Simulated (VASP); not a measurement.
# TiAl (P-6m2) in VASP: a series of runs

The runs below take TiAl through single point, with PBE.

Everything below comes from runs of VASP 6.6.1. Logs are shortened: lines on timing, memory, paths and dates and some standing lists are left out, and cuts for length are marked.

## Step 1: The cell of the first run

It takes space group P-6m2 (No. 187, hexagonal). Conventional cell: a = 2.917 Å, b = 2.917 Å, c = 4.555 Å, α = 90.00°, β = 90.00°, γ = 120.00°. Within 3.7 Å of Ti (site symmetry -6m2) lie 6 Al at 2.83 Å and 6 Ti at 2.92 Å. Within 3.7 Å of Al (site symmetry -6m2) lie 6 Ti at 2.83 Å and 6 Al at 2.92 Å.

## Step 2: Single point, PBE

File INCAR:

```
  ALGO = Normal
  EDIFF = 1E-7
  ENCUT = 520
  GGA = PE
  ISIF = 2
  ISMEAR = 0
  LASPH = True
  LCHARG = False
  LREAL = False
  LWAVE = False
  NBANDS = 14
  NELM = 80
  PREC = Accurate
  SIGMA = 0.15
```

File KPOINTS:

```
k-points
0
Gamma
  18 18 10
```

File POSCAR:

```
TiAl
1.0
    2.9170000000      0.0000000000      0.0000000000
   -1.4585000000      2.5261961028      0.0000000000
    0.0000000000      0.0000000000      4.5554000000
Ti Al
1 1
Direct
    0.0000000000      0.0000000000      0.0000000000
    0.3333333333      0.6666666667      0.5000000000
```

Potentials or basis: VASP PAW PBE potentials, release 64 (Ti_sv, Al).

The run is started by

```bash
$ cat potpaw_PBE.64/Ti_sv/POTCAR potpaw_PBE.64/Al/POTCAR > POTCAR
$ mpirun -np 1 vasp_std > vasp.out
```

OUTCAR:

```text
EDIFF = 1E-7
   ENCUT = 520
   GGA = PE
   ISIF = 2
   ISMEAR = 0
   LASPH = True
   LREAL = False
   NELM = 80
   PREC = Accurate

 ion  position               nearest neighbor table
   1  0.000  0.000  0.000-   2 2.83   2 2.83   2 2.83   2 2.83   2 2.83   2 2.83
   2  0.333  0.667  0.500-   1 2.83   1 2.83   1 2.83   1 2.83   1 2.83   1 2.83

  LATTYP: Found a hexagonal cell.
 ALAT       =     2.9170000000
 C/A-ratio  =     1.5616729517

  Lattice vectors:

 A1 = (   2.9170000000,   0.0000000000,   0.0000000000)
 A2 = (  -1.4585000000,   2.5261961028,   0.0000000000)
 A3 = (   0.0000000000,   0.0000000000,   4.5554000000)

Analysis of symmetry for initial positions (statically):
=====================================================================
 Subroutine PRICEL returns:
 Original cell was already a primitive cell.

 Routine SETGRP: Setting up the symmetry group for a
 hexagonal supercell.

 Subroutine GETGRP returns: Found 12 space group operations
 (whereof 12 operations were pure point group operations)
 out of a pool of 24 trial point group operations.

The static configuration has the point symmetry D_3h.

Analysis of symmetry for dynamics (positions and initial velocities):
=====================================================================
 Subroutine PRICEL returns:
 Original cell was already a primitive cell.

 Routine SETGRP: Setting up the symmetry group for a
 hexagonal supercell.

 Subroutine GETGRP returns: Found 12 space group operations
 (whereof 12 operations were pure point group operations)
 out of a pool of 24 trial point group operations.

The dynamic configuration has the point symmetry D_3h.

 Subroutine INISYM returns: Found 12 space group operations
 (whereof 12 operations are pure point group operations),
 and found     1 'primitive' translations

----------------------------------------------------------------------------------------

                                     Primitive cell

  volume of cell :      33.5684

  direct lattice vectors                    reciprocal lattice vectors
     2.917000000  0.000000000  0.000000000     0.342817964  0.197926044  0.000000000
    -1.458500000  2.526196103  0.000000000     0.000000000  0.395852087  0.000000000
     0.000000000  0.000000000  4.555400000     0.000000000  0.000000000  0.219519691

  length of vectors
     2.917000000  2.917000000  4.555400000     0.395852087  0.395852087  0.219519691

  position of ions in fractional coordinates (direct lattice)
     0.000000000  0.000000000  0.000000000
     0.333333333  0.666666667  0.500000000

  ion indices of the primitive-cell ions
   primitive index   ion index
                 1           1
                 2           2

----------------------------------------------------------------------------------------

 KPOINTS: k-points

Automatic generation of k-mesh.
 Grid dimensions read from file:
 generate k-points for:   18   18   10

 Generating k-lattice:

  Cartesian coordinates                     Fractional coordinates (reciprocal lattice)
     0.019045442  0.010995891  0.000000000     0.055555556  0.000000000  0.000000000
     0.000000000  0.021991783  0.000000000     0.000000000  0.055555556  0.000000000
     0.000000000  0.000000000  0.021951969     0.000000000  0.000000000  0.100000000

  Length of vectors
     0.021991783  0.021991783  0.021951969

  Shift w.r.t. Gamma in fractional coordinates (k-lattice)
     0.000000000  0.000000000  0.000000000

 Subroutine IBZKPT returns following result:
 ===========================================

 Found    222 irreducible k-points:

 Following reciprocal coordinates:
            Coordinates               Weight
  0.000000  0.000000  0.000000      1.000000
  0.055556  0.000000  0.000000      6.000000
  0.111111  0.000000  0.000000      6.000000
  0.166667 -0.000000  0.000000      6.000000
  0.222222 -0.000000  0.000000      6.000000
  0.277778  0.000000  0.000000      6.000000
[... 16 lines left out ...]
  0.333333  0.111111  0.000000     12.000000
  0.388889  0.111111  0.000000     12.000000
 [... further k-points ...]
   k-points           NKPTS =    222   k-points in BZ     NKDIM =    222   number of bands    NBANDS=     14
   number of dos      NEDOS =    301   number of ions     NIONS =      2
   total plane-waves  NPLWV =  20736
   dimension x,y,z NGX =    24 NGY =   24 NGZ =   36
   dimension x,y,z NGXF=    48 NGYF=   48 NGZF=   72
   ions per type =               1   1
   NGX,Y,Z   is equivalent  to a cutoff of  13.68, 13.68, 13.14 a.u.
   NGXF,Y,Z  is equivalent  to a cutoff of  27.36, 27.36, 26.28 a.u.
 SYSTEM =  unknown system
   PREC   = accura    normal or accurate (medium, high low for compatibility)
   ISTART =      0    job   : 0-new  1-cont  2-samecut
   ICHARG =      2    charge: 1-file 2-atom 10-const
   ISPIN  =      1    spin polarized calculation?
   LNONCOLLINEAR =      F non collinear calculations
   LSORBIT =      F    spin-orbit coupling
   LASPH  =      T    aspherical Exc in radial PAW
   ENCUT  =  520.0 eV  38.22 Ry    6.18 a.u.   5.42  5.42  8.47*2*pi/ulx,y,z
   NELM   =     80;   NELMIN=  2; NELMDL= -5     # of ELM steps
   EDIFF  = 0.1E-06   stopping-criterion for ELM
   LREAL  =      F    real-space projection
   EDIFFG = 0.1E-05   stopping-criterion for IOM
   NSW    =      0    number of steps for IOM
   IBRION =     -1    ionic relax: 0-MD 1-quasi-New 2-CG
   NFREE  =      0    steps in history (QN), initial steepest desc. (CG)
   ISIF   =      2    stress and relaxation
   ISYM   =      2    0-nonsym 1-usesym 2-fastsym
   POTIM  = 0.5000    time-step for ionic-motion
   TEBEG  =    0.0;   TEEND  =   0.0 temperature during run
   PSTRESS=    0.0 pullay stress
   NELECT =      15.0000    total number of electrons
   NUPDOWN=      -1.0000    fix difference up-down
   EMIN   =  10.00;   EMAX   =-10.00  energy-range for DOS
   EFERMI =   0.00;   METHOD = LEGACY
   ISMEAR =     0;   SIGMA  =   0.15  broadening in eV -4-tet -1-fermi 0-gaus
   EFERMI_NEDOS =   21; number of points for ismear=-14 and -15
   IALGO  =     38    algorithm
   IMIX   =      4    mixing-type and parameters
     AMIX     =   0.40;   BMIX     =  1.00
     AMIX_MAG =   1.60;   BMIX_MAG =  1.00
  volume/ion in A,a.u.               =      16.78       113.27
  Fermi-wavevector in a.u.,A,eV,Ry     =   1.251590  2.365161 21.313204  1.566476
  Thomas-Fermi vector in A             =   2.385530
   LORBIT       =      0    0 simple, 1 ext, 2 COOP (PROOUT), +10 PAW based schemes
   GGA     = PE    functional components
   LHFCALC =     F    Hartree Fock is set to
   AEXX    =    0.0000 exact exchange contribution
   IVDW    =     0    specifies the selected vdW correction
   LEPSILON=     F    determine dielectric tensor
   LRPA    =     F    only Hartree local field effects (RPA)
 non-spin polarized calculation
 Gauss-broadening in eV      SIGMA  =   0.15
  energy-cutoff  :      520.00
  volume of cell :       33.57
 maximum number of plane-waves:       929
 NGX is ok and might be reduce to    24
   NGX = 11   NGY = 11   NGZ = 17

 number of electron      14.9999997 magnetization

 Free energy of the ion-electron system (eV)
  ---------------------------------------------------
  ext. energy  EPLUGINS =         0.00000000
  ---------------------------------------------------
  free energy    TOTEN  =       -12.08887778 eV

  energy without entropy =      -12.05850682  energy(sigma->0) =      -12.07369230

 E-fermi :   7.7534     XC(G=0): -10.9006

 val. band max:        7.7523666227   @ k =   0.3333   0.2778   0.3000
 cond. band min:       7.7587105867   @ k =   0.3333   0.3333   0.5000
 fundamental gap:      0.0063439640
 Fermi energy:         7.7533658740

 k-point     1 :       0.0000    0.0000    0.0000
  band No.  band energies     occupation
      1     -48.8093      2.00000
      2     -25.1284      2.00000
      3     -24.7574      2.00000
      4     -24.7574      2.00000
      5      -1.0497      2.00000
      6       5.6413      2.00000
      7       6.2785      2.00000
      8       8.9846      0.00000
      9       8.9846      0.00000
     10      10.3608      0.00000
     11      10.3608      0.00000
     12      12.1127      0.00000
     13      20.1204      0.00000
     14      20.1204      0.00000

 k-point     2 :       0.0556    0.0000    0.0000
  band No.  band energies     occupation
      1     -48.8070      2.00000
      2     -25.1261      2.00000
      3     -24.7726      2.00000
      4     -24.7609      2.00000
      5      -0.9752      2.00000
      6       5.7184      2.00000
      7       6.2785      2.00000
      8       8.9123      0.00000
      9       9.0432      0.00000
     10      10.3403      0.00000
     11      10.3923      0.00000
     12      12.1260      0.00000
     13      18.8984      0.00000
     14      19.3875      0.00000

 k-point     3 :       0.1111    0.0000    0.0000
  band No.  band energies     occupation
      1     -48.8003      2.00000
      2     -25.1192      2.00000
      3     -24.8161      2.00000
      4     -24.7708      2.00000
      5      -0.7530      2.00000
      6       5.9399      2.00000
      7       6.2785      2.00000
      8       8.7128      0.00000
      9       9.2158      0.00000
     10      10.2816      0.00000
     11      10.4868      0.00000
     12      12.1621      0.00000
     13      17.1462      0.00000
     14      18.4874      0.00000
[... 324 lines left out ...]
 k-point    23 :       0.3333    0.1111    0.0000
  band No.  band energies     occupation
      1     -48.7384      2.00000
      2     -25.1797      2.00000
      3     -25.0558      2.00000
      4     -24.8907      2.00000
      5       2.5780      2.00000
      6       6.3947      2.00000
      7       6.4922      2.00000
      8       7.2505      2.00000
      9       9.3677      0.00000
     10      10.5744      0.00000
     11      11.7619      0.00000
     12      12.2170      0.00000
     13      13.1686      0.00000
     14      13.9623      0.00000

 k-point    24 :       0.3889    0.1111    0.0000
  band No.  band energies     occupation
      1     -48.7320      2.00000
      2     -25.2155      2.00000
      3     -25.0493      2.00000
      4     -24.9033      2.00000
      5       3.5096      2.00000
      6       5.6884      2.00000
      7       6.4238      2.00000
      8       7.0289      2.00000
      9       9.2569      0.00000
     10      10.8017      0.00000
     11      11.7646      0.00000
     12      12.5506      0.00000
     13      13.1876      0.00000
     14      14.1690      0.00000

 [... further k-points ...]
[... 5 lines left out ...]
  --------------------------------------------------------------------------------------
  -------------------------------------------------------------------------------------
  Total       -0.2925487     -0.2925487      0.5570604      0.0000000      0.0000000      0.0000000
  in kB      -13.9629989    -13.9629989     26.5878283      0.0000000      0.0000000      0.0000000
  external PRESSURE =      -0.4460565 kB  Pullay stress =       0.0000000 kB

 VOLUME and BASIS-vectors are now :
 -----------------------------------------------------------------------------
  energy-cutoff  :      520.00
  volume of cell :       33.57
      direct lattice vectors                 reciprocal lattice vectors
     2.917000000  0.000000000  0.000000000     0.342817964  0.197926044  0.000000000
    -1.458500000  2.526196103  0.000000000     0.000000000  0.395852087  0.000000000
     0.000000000  0.000000000  4.555400000     0.000000000  0.000000000  0.219519691

 POSITION                                       TOTAL-FORCE (eV/Angst)
 -----------------------------------------------------------------------------------
      0.00000      0.00000      0.00000         0.000000      0.000000      0.000000
     -0.00000      1.68413      2.27770        -0.000000      0.000000      0.000000
 -----------------------------------------------------------------------------------
    total drift:                                0.000000     -0.000000      0.000000

  FREE ENERGIE OF THE ION-ELECTRON SYSTEM (eV)
  ---------------------------------------------------
  free  energy   TOTEN  =       -12.0888777842 eV

  energy  without entropy=      -12.0585068238  energy(sigma->0) =      -12.07369230
```

Run time: 62 s. Hardware: 1 thread of Intel Xeon Platinum 8259CL at 2.50GHz (Skylake/Cascade Lake), shared host; peak memory 0.24 GiB.

Results:

- Free energy: -12.0889 eV
- Pressure: 0.0 GPa

Stress tensor (GPa, compression positive):
```
-1.40  0.00  0.00
 0.00 -1.40  0.00
 0.00  0.00  2.66
```

[end of part 1 of 2]
